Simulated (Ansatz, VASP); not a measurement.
**C in VASP and in Ansatz**

INCAR

```
SYSTEM = C
PREC = Accurate ; ENCUT = 520
EDIFF = 1E-6 ; ISMEAR = 0
SIGMA = 0.05 ; LREAL = .FALSE.
LASPH = .TRUE. ; NELM = 80
ALGO = Normal ; ISIF = 2
LWAVE = .FALSE. ; LCHARG = .FALSE.
GGA = PE ; NBANDS = 11
```

Contents of KPOINTS:

```
regular mesh
0
G
  12 12 12
  0 0 0
```

POSCAR

```
C
1.0
    0.0000000000      2.0693455676      1.7545907401
    1.5335926698      0.0000000000      1.7545907401
    1.5335926698      2.0693455676      0.0000000000
C
2
Direct
    0.5000000000      0.5000000000      0.5000000000
    0.7500000000      0.7500000000      0.7500000000
```

Input for Ansatz:

```yaml
crystal:
  lattice:
    - [0.0, 2.0693455676, 1.7545907401]
    - [1.5335926698, 0.0, 1.7545907401]
    - [1.5335926698, 2.0693455676, 0.0]
  atoms:
    - { symbol: C, position: [0.5, 0.5, 0.5] }
    - { symbol: C, position: [0.75, 0.75, 0.75] }
basis:
  ecutwfc: 520.0
kpoints:
  mp_grid: { grid: [12, 12, 12] }
hamiltonian:
  xc: pbe
  pseudopotentials: { kind: paw, azcp: { folder: soft_1 } }
scf:
  occupations: { method: gaussian, width: 0.05 }
output:
  forces: true
  stress: true
  eigenvalues: true
```

Change from the starting cell: strain +e along x and -e along y -0.1500, strain +e along z and -e/2 along x and y -0.0175.

Alike in both runs: task single point; functional PBE; k mesh 12 × 12 × 12; occupations gaussian, width 0.05 eV; no spin polarisation.

|  | VASP | Ansatz |
| --- | --- | --- |
| version | VASP 6.6.1 | Ansatz 0.2.0 |
| potentials or method | VASP PAW PBE potentials, release 64 (C), cutoff 520 eV | scalar-relativistic, plane waves, PAW |
| valence electrons in the cell | 8 | 8 |

```tsv
	VASP	Ansatz	Ansatz less VASP
gap on the k mesh at the Fermi level (eV)	none	none	-
pressure (GPa)	12.8	12.3	-0.56
traceless stress, the component that is largest in VASP (GPa)	-167.51	-167.63	-0.122
```

A gap of «none» marks a metal or a gap that the smearing closes. With one functional, cell and mesh, what is left measures potentials, basis and numerics.
